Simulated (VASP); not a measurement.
# CaS (Fm-3m) in VASP: a series of runs, part 3 of 3

VASP 6.6.1. The steps go on from the part before.

## (4) Electric field gradients, PBE

This run uses another cell than the first one, of 23.55 Å³/atom.

The input, INCAR:

```
SYSTEM = CaS
PREC = Accurate ; ENCUT = 400
EDIFF = 1E-8 ; ISMEAR = 1
SIGMA = 0.001 ; LREAL = .FALSE.
LASPH = .TRUE. ; NELM = 120
ALGO = Normal ; ISIF = 2
LWAVE = .FALSE. ; LCHARG = .FALSE.
GGA = PE ; LEFG = .TRUE.
NBANDS = 15 ; GGA_COMPAT = .FALSE.
```

The input, KPOINTS:

```
Automatic mesh
0
G
  7 7 7
  0 0 0
```

The input, POSCAR:

```
CaS
1.0
    0.0000000000      2.8664969333      2.8664969333
    2.8664969333      0.0000000000      2.8664969333
    2.8664969333      2.8664969333      0.0000000000
Ca S
1 1
Direct
    0.0000000000      0.0000000000      0.0000000000
    0.5000000000      0.5000000000      0.5000000000
```

Potentials or basis: VASP PAW PBE potentials, release 64 (Ca_sv, S).

Command:

```console
$ cat potpaw_PBE.64/Ca_sv/POTCAR potpaw_PBE.64/S/POTCAR > POTCAR
$ mpirun -np 1 vasp_std > vasp.out
```

OUTCAR:

```text
SYSTEM = CaS
   PREC = Accurate
   ENCUT = 400
   EDIFF = 1E-8
   ISMEAR = 1
   LREAL = .FALSE.
   LASPH = .TRUE.
   NELM = 120
   ISIF = 2
   GGA = PE

 ion  position               nearest neighbor table
   1  0.000  0.000  0.000-   2 2.87   2 2.87   2 2.87   2 2.87   2 2.87   2 2.87
   2  0.500  0.500  0.500-   1 2.87   1 2.87   1 2.87   1 2.87   1 2.87   1 2.87

  LATTYP: Found a face centered cubic cell.
 ALAT       =     5.7329938666

  Lattice vectors:

 A1 = (   0.0000000000,   2.8664969333,   2.8664969333)
 A2 = (   2.8664969333,   0.0000000000,   2.8664969333)
 A3 = (   2.8664969333,   2.8664969333,   0.0000000000)

Analysis of symmetry for initial positions (statically):
=====================================================================
 Subroutine PRICEL returns:
 Original cell was already a primitive cell.

 Routine SETGRP: Setting up the symmetry group for a
 face centered cubic supercell.

 Subroutine GETGRP returns: Found 48 space group operations
 (whereof 48 operations were pure point group operations)
 out of a pool of 48 trial point group operations.

The static configuration has the point symmetry O_h .

Analysis of symmetry for dynamics (positions and initial velocities):
=====================================================================
 Subroutine PRICEL returns:
 Original cell was already a primitive cell.

 Routine SETGRP: Setting up the symmetry group for a
 face centered cubic supercell.

 Subroutine GETGRP returns: Found 48 space group operations
 (whereof 48 operations were pure point group operations)
 out of a pool of 48 trial point group operations.

The dynamic configuration has the point symmetry O_h .

 Subroutine INISYM returns: Found 48 space group operations
 (whereof 48 operations are pure point group operations),
 and found     1 'primitive' translations

----------------------------------------------------------------------------------------

                                     Primitive cell

  volume of cell :      47.1069

  direct lattice vectors                    reciprocal lattice vectors
     0.000000000  2.866496933  2.866496933    -0.174428932  0.174428932  0.174428932
     2.866496933  0.000000000  2.866496933     0.174428932 -0.174428932  0.174428932
     2.866496933  2.866496933  0.000000000     0.174428932  0.174428932 -0.174428932

  length of vectors
     4.053838840  4.053838840  4.053838840     0.302119773  0.302119773  0.302119773

  position of ions in fractional coordinates (direct lattice)
     0.000000000  0.000000000  0.000000000
     0.500000000  0.500000000  0.500000000

  ion indices of the primitive-cell ions
   primitive index   ion index
                 1           1
                 2           2

----------------------------------------------------------------------------------------

 KPOINTS: Automatic mesh

Automatic generation of k-mesh.
 Grid dimensions read from file:
 generate k-points for:    7    7    7

[... 75 lines left out ...]
   IALGO  =     38    algorithm
   IMIX   =      4    mixing-type and parameters
     AMIX     =   0.40;   BMIX     =  1.00
     AMIX_MAG =   1.60;   BMIX_MAG =  1.00
  volume/ion in A,a.u.               =      23.55       158.95
  Fermi-wavevector in a.u.,A,eV,Ry     =   1.142229  2.158501 17.751359  1.304688
  Thomas-Fermi vector in A             =   2.278928
   LORBIT       =      0    0 simple, 1 ext, 2 COOP (PROOUT), +10 PAW based schemes
   GGA     = PE    functional components
   LHFCALC =     F    Hartree Fock is set to
   AEXX    =    0.0000 exact exchange contribution
   IVDW    =     0    specifies the selected vdW correction
   LEPSILON=     F    determine dielectric tensor
   LRPA    =     F    only Hartree local field effects (RPA)
 non-spin polarized calculation
 Methfessel and Paxton  Order N= 1 SIGMA  =   0.00
  energy-cutoff  :      400.00
  volume of cell :       47.11
 maximum number of plane-waves:       881
   NGX = 13   NGY = 13   NGZ = 13

 number of electron      15.9999995 magnetization

 Free energy of the ion-electron system (eV)
  ---------------------------------------------------
  ext. energy  EPLUGINS =         0.00000000
  ---------------------------------------------------
  free energy    TOTEN  =       -10.36430754 eV

  energy without entropy =      -10.36430754  energy(sigma->0) =      -10.36430754

 E-fermi :   2.6418     XC(G=0):  -9.2295

 val. band max:        2.5890519677   @ k =   0.0000   0.0000   0.0000
 cond. band min:       5.0540251210   @ k =   0.4286   0.4286   0.0000
 fundamental gap:      2.4649731533
 Fermi energy:         2.6417519934

 k-point     1 :       0.0000    0.0000    0.0000
  band No.  band energies     occupation
      1     -36.6793      2.00000
      2     -17.6564      2.00000
      3     -17.6564      2.00000
      4     -17.6564      2.00000
      5      -8.6723      2.00000
      6       2.5891      2.00000
      7       2.5891      2.00000
      8       2.5891      2.00000
      9       6.6122      0.00000
     10       6.7549      0.00000
     11       6.7549      0.00000
     12       6.7549      0.00000
     13       7.3317      0.00000
     14       7.3317      0.00000
[... 329 lines left out ...]
      2     -17.7401      2.00000
      3     -17.7395      2.00000
      4     -17.6974      2.00000
      5      -7.9594      2.00000
      6       0.6785      2.00000
      7       0.7508      2.00000
      8       1.3381      2.00000
      9       6.9824      0.00000
     10       7.9049      0.00000
     11       8.7065      0.00000
     12       9.0234      0.00000
     13       9.2128      0.00000
     14      11.1811      0.00000
     15      12.3763      0.00000

------------------------ aborting loop because EDIFF is reached ----------------------------------------

  FORCE on cell =-STRESS in cart. coord.  units (eV):
  Direction    XX          YY          ZZ          XY          YZ          ZX
  --------------------------------------------------------------------------------------
  -------------------------------------------------------------------------------------
  Total       -0.1359524     -0.1359524     -0.1359524      0.0000000      0.0000000      0.0000000
  in kB       -4.6239472     -4.6239472     -4.6239472      0.0000000      0.0000000      0.0000000
  external PRESSURE =      -4.6239472 kB  Pullay stress =       0.0000000 kB

 VOLUME and BASIS-vectors are now :
 -----------------------------------------------------------------------------
  energy-cutoff  :      400.00
  volume of cell :       47.11
      direct lattice vectors                 reciprocal lattice vectors
     0.000000000  2.866496933  2.866496933    -0.174428932  0.174428932  0.174428932
     2.866496933  0.000000000  2.866496933     0.174428932 -0.174428932  0.174428932
     2.866496933  2.866496933  0.000000000     0.174428932  0.174428932 -0.174428932

 POSITION                                       TOTAL-FORCE (eV/Angst)
 -----------------------------------------------------------------------------------
      0.00000      0.00000      0.00000        -0.000000      0.000000      0.000000
      2.86650      2.86650      2.86650         0.000000     -0.000000     -0.000000
 -----------------------------------------------------------------------------------
    total drift:                                0.000000      0.000000      0.000000

  FREE ENERGIE OF THE ION-ELECTRON SYSTEM (eV)
  ---------------------------------------------------
  free  energy   TOTEN  =       -10.3643075363 eV

  energy  without entropy=      -10.3643075363  energy(sigma->0) =      -10.36430754

 Electric field gradients (V/A^2)
---------------------------------------------------------------------
 ion       V_xx      V_yy      V_zz      V_xy      V_xz      V_yz
---------------------------------------------------------------------
   1      -0.000     0.000    -0.000    -0.001    -0.001    -0.001
   2      -0.000     0.000     0.000     0.000     0.000     0.000
---------------------------------------------------------------------

 Electric field gradients after diagonalization (V/A^2)
 (convention: |V_zz| > |V_xx| > |V_yy|)
----------------------------------------------------------------------
 ion       V_xx      V_yy      V_zz     asymmetry (V_yy - V_xx)/ V_zz
----------------------------------------------------------------------
   1       0.001     0.001    -0.001       0.000
   2      -0.000    -0.000     0.001       0.000
----------------------------------------------------------------------

           NMR quadrupolar parameters

 Cq : quadrupolar parameter    Cq=e*Q*V_zz/h
 eta: asymmetry parameters     (V_yy - V_xx)/ V_zz
 Q  : nuclear electric quadrupole moment in mb (millibarn)
----------------------------------------------------------------------
 ion       Cq(MHz)       eta       Q (mb)
----------------------------------------------------------------------
   1      -0.000       0.000       1.000
   2       0.000       0.000       1.000
----------------------------------------------------------------------
```

OSZICAR:

```text
N       E                     dE             d eps       ncg     rms          rms(c)
DAV:   1     0.943080057420E+02    0.94308E+02   -0.66503E+03   600   0.821E+02
DAV:   2    -0.646306222103E+01   -0.10077E+03   -0.96563E+02   775   0.224E+02
DAV:   3    -0.104460027959E+02   -0.39829E+01   -0.39583E+01   798   0.436E+01
DAV:   4    -0.106242436758E+02   -0.17824E+00   -0.17817E+00   835   0.813E+00
DAV:   5    -0.106254756280E+02   -0.12320E-02   -0.12314E-02   812   0.760E-01    0.503E+00
DAV:   6    -0.103631412795E+02    0.26233E+00   -0.40550E-01   712   0.327E+00    0.335E+00
DAV:   7    -0.103572705335E+02    0.58707E-02   -0.11302E-01   758   0.202E+00    0.180E+00
DAV:   8    -0.103645050739E+02   -0.72345E-02   -0.20950E-02   713   0.116E+00    0.345E-01
DAV:   9    -0.103639836830E+02    0.52139E-03   -0.11910E-03   747   0.318E-01    0.879E-02
DAV:  10    -0.103642634352E+02   -0.27975E-03   -0.31794E-04   743   0.123E-01    0.283E-02
DAV:  11    -0.103643081031E+02   -0.44668E-04   -0.78758E-05   712   0.705E-02    0.238E-02
DAV:  12    -0.103643077539E+02    0.34913E-06   -0.43916E-06   777   0.145E-02    0.508E-03
DAV:  13    -0.103643075432E+02    0.21073E-06   -0.41851E-07   740   0.488E-03    0.661E-04
DAV:  14    -0.103643074841E+02    0.59151E-07   -0.55677E-08   747   0.164E-03    0.109E-03
DAV:  15    -0.103643075576E+02   -0.73486E-07   -0.47721E-09   468   0.639E-04    0.509E-04
DAV:  16    -0.103643075378E+02    0.19788E-07   -0.17473E-09   349   0.260E-04    0.137E-04
DAV:  17    -0.103643075363E+02    0.14743E-08   -0.17759E-10   391   0.926E-05
   1 F= -.10364308E+02 E0= -.10364308E+02  d E =0.000000E+00
```

stdout:

```text
POSCAR found type information on POSCAR CaS
 POSCAR found :  2 types and       2 ions
 scaLAPACK will be used
 LDA part: xc-table for (Slater+PW92), standard interpolation
 POSCAR, INCAR and KPOINTS ok, starting setup
 FFT: planning ... GRIDC
 FFT: planning ... GRID_SOFT
 FFT: planning ... GRID
 WAVECAR not read
 entering main loop
ion   1

ion   2
```

It took 13 s on 1 thread of Intel Xeon 8259CL, shared host; peak memory 0.15 GiB.

What came out:

```
Free energy                             : -10.3643 eV
Pressure                                : -0.5 GPa
Band gap on the k mesh                  : 2.46 eV (least direct gap 3.24 eV)
Largest electric field gradient by atom : under 0.05 V/Å² on every atom
```

Levels at points of the mesh, in eV from the valence-band top:
| k point | band 5 | band 6 | band 7 | band 8 | band 9 | band 10 | band 11 | band 12 |
| --- | --- | --- | --- | --- | --- | --- | --- | --- |
| (0.00, 0.00, 0.00) | -11.26 | 0.00 | 0.00 | 0.00 | 4.02 | 4.17 | 4.17 | 4.17 |

Caveat: an odd mesh through Γ misses points on the zone boundary, where band edges can lie.

## (5) Overview

| cell | smearing | gap on the mesh (eV) | pressure (GPa) |
| --- | --- | --- | --- |
| a = 4.021 Å, angles 60.0°, 2 atoms | fermi-dirac 0.01 eV | 2.41 | 1.0 |
| a = 4.087 Å, angles 60.0°, 2 atoms | fermi-dirac 0.01 eV | 2.51 | -1.7 |
| a = 4.054 Å, angles 60.0°, 2 atoms | methfessel-paxton 0.001 eV | 2.46 | -0.5 |

Alike in all rows: task electric field gradients; level PBE; potentials or basis VASP PAW PBE potentials, release 64 (Ca_sv, S); no spin polarisation; k mesh 7 × 7 × 7; cutoff (eV) 400.

Caveats: an odd mesh through Γ misses points on the zone boundary, where band edges can lie.

Total energies depend on the potentials used, so only differences within one code and one set of settings carry meaning.
